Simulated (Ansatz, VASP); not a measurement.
## Be2Cl: VASP beside Ansatz

INCAR

```
  PREC = Accurate
  ENCUT = 600
  EDIFF = 1E-6
  ISMEAR = 0
  SIGMA = 0.1
  LREAL = False
  LASPH = True
  NELM = 60
  ALGO = Normal
  ISIF = 3
  LWAVE = False
  LCHARG = False
  GGA = PE
  IBRION = 2
  NSW = 100
  EDIFFG = -0.01
```

KPOINTS

```
Automatic mesh
0
Gamma
  12 12 12
```

Contents of POSCAR:

```
Be2Cl
1.0
    3.7423643907      0.0000000000      0.0000000000
   -1.8711821954      3.2409826326      0.0000000000
    0.0000000000      0.0000000000      4.1157497673
Be Cl
2 1
Direct
    0.3333333333      0.6666666667      0.5000000000
    0.6666666667      0.3333333333      0.5000000000
    0.0000000000      0.0000000000      0.0000000000
```

Input for Ansatz:

```yaml
crystal:
  lattice:
    - [3.7423643907, 0.0, 0.0]
    - [-1.8711821954, 3.2409826326, 0.0]
    - [0.0, 0.0, 4.1157497673]
  atoms:
    - { symbol: Be, position: [0.3333333333, 0.6666666667, 0.5] }
    - { symbol: Be, position: [0.6666666667, 0.3333333333, 0.5] }
    - { symbol: Cl, position: [0.0, 0.0, 0.0] }
basis:
  ecutwfc: 420
kpoints:
  mp_grid: { grid: [12, 12, 12] }
hamiltonian:
  xc: pbe
scf:
  occupations: { method: gaussian, width: 0.1 }
output:
  forces: true
  stress: true
  eigenvalues: true
relax:
  adjacent_minimum: "off"
  f_tol: 0.01
  max_steps: 80
  cell: { stress_tol: 0.05 }
```

Alike in both runs: task relaxation of cell and atoms; functional PBE; k mesh 12 × 12 × 12; occupations gaussian, width 0.1 eV; no spin polarisation.

```csv
,VASP,Ansatz
version,VASP 6.6.1,Ansatz 0.2.0
potentials or method,"VASP PAW PBE potentials, release 64 (Be, Cl), cutoff 600 eV","scalar-relativistic, plane waves, PAW"
valence electrons in the cell,11,11
```

|  | VASP | Ansatz | Ansatz less VASP |
| --- | --- | --- | --- |
| gap on the k mesh at the Fermi level, each at its own relaxed structure (eV) | none | none | - |
| relaxed volume (Å³/atom) | 16.95 | 16.94 | -0.014 |
| relaxed cell length with the largest relative difference (Å) | 4.152 | 4.151 | -0.0018 |

A gap of «none» marks a metal or a gap that the smearing closes.
